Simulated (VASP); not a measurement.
A run of VASP 6.6.1 is set up as follows.

Contents of INCAR:

```
PREC = Accurate
ENCUT = 520
EDIFF = 1E-6
ISMEAR = -1
SIGMA = 0.05
LREAL = False
LASPH = True
NELM = 60
ALGO = Normal
ISIF = 2
LWAVE = False
LCHARG = False
GGA = CA
NBANDS = 8
```

The input KPOINTS:

```
Automatic mesh
0
Gamma
  10 10 10
```

The input POSCAR:

```
As
1.0
    2.6671410253      0.0000000000      0.0000000000
    0.0000000000      2.6671410253      0.0000000000
    0.0000000000      0.0000000000      2.6671410253
As
1
Direct
    0.5000000000      0.5000000000      0.5000000000
```

Potentials or basis: VASP PAW LDA potentials, release 64 (As).

Run with:

```sh
$ cat potpaw_LDA.64/As/POTCAR > POTCAR
$ mpirun -np 1 vasp_std > vasp.out
```

Estimate the pressure.

0.8 GPa.
